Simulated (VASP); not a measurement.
Input of a VASP 6.6.1 run:

Contents of POSCAR:

```
Ag
1.0
   -1.7384367000      1.7384367000      1.6142626500
    1.7384367000     -1.7384367000      1.6142626500
    1.7384367000      1.7384367000     -1.6142626500
Ag
1
Direct
    0.0000000000      0.0000000000      0.0000000000
```

The input INCAR.step1:

```
  PREC = Accurate
  ENCUT = 520
  ISMEAR = 0
  SIGMA = 0.15
  LREAL = F
  LASPH = T
  NELM = 100
  NBANDS = 12
  GGA = PE
  ALGO = Normal
  EDIFF = 1E-4
  LWAVE = T
  LCHARG = F
```

Contents of INCAR.step2:

```
  PREC = Accurate
  ENCUT = 520
  EDIFF = 1E-7
  ISMEAR = 0
  SIGMA = 0.15
  LREAL = F
  LASPH = T
  NELM = 100
  ALGO = Normal
  ISIF = 2
  LWAVE = F
  LCHARG = F
  METAGGA = R2SCAN
  LMIXTAU = T
  NBANDS = 12
  ISTART = 1
```

Contents of KPOINTS:

```
Automatic mesh
0
Gamma
  20 20 20
```

Potentials or basis: VASP PAW PBE potentials, release 64 (Ag).

The run is started by

```bash
$ cat potpaw_PBE.64/Ag/POTCAR > POTCAR
$ cp INCAR.step1 INCAR
$ mpirun -np 1 vasp_std > vasp.out
$ cp INCAR.step2 INCAR
$ mpirun -np 1 vasp_std > vasp.out
```

(1) Estimate the band gap on the k mesh.

(2) Estimate the pressure.

Answers

(1) zero (an odd number of electrons rules out a gap without spin polarisation).

(2) -8.2 GPa.

Caveat: the cell differs from its parent crystal (strain +0.050 along x and y, -0.025 along z); the cell stands under tension; the PAW data sets were made with another functional, which shifts forces and pressure a little.
